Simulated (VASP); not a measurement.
The system is HfO2.

```
CELL_PARAMETERS angstrom
0.00000 2.52293 2.52293
2.52293 0.00000 2.52293
2.52293 2.52293 0.00000
ATOMIC_POSITIONS crystal
Hf 0.00000 0.00000 0.00000
O 0.75000 0.75000 0.75000
O 0.25000 0.25000 0.25000
```

Base run:

| Property | Result |
| --- | --- |
| Program | VASP 6.6.1 |
| Functional | PBE |
| Dispersion | D4 |
| Potentials or basis | VASP PAW PBE potentials, release 64 (Hf_pv, O) |
| Cutoff | 520 eV |
| k mesh | 9 × 9 × 9 |
| Occupations | fermi-dirac, width 0.05 eV |
| Spin | no spin polarisation |

Its results: band gap on the k mesh 3.95 eV, indirect (least direct gap 4.07 eV); pressure 0.6 GPa.

Question: After a change of settings the same cell gave: band gap on the k mesh 4.00 eV, indirect (least direct gap 4.15 eV); pressure 5.2 GPa. Which change was it?
A. dispersion from D4 to none; further incar settings from ALGO = Normal; EDIFF = 1e-07; NBANDS = 18 to ALGO = Normal; EDIFF = 1e-06; NBANDS = 18
B. functional from PBE to BLYP; further incar settings from ALGO = Normal; EDIFF = 1e-07; NBANDS = 18 to ALGO = Normal; EDIFF = 1e-06; NBANDS = 18
C. functional from PBE to RPBE; dispersion from D4 to none

Answer: B.

Caveats: spin-orbit coupling is left out, which moves the levels of the heavy elements; the PAW data sets were made with another functional, which shifts forces and pressure a little (some runs).
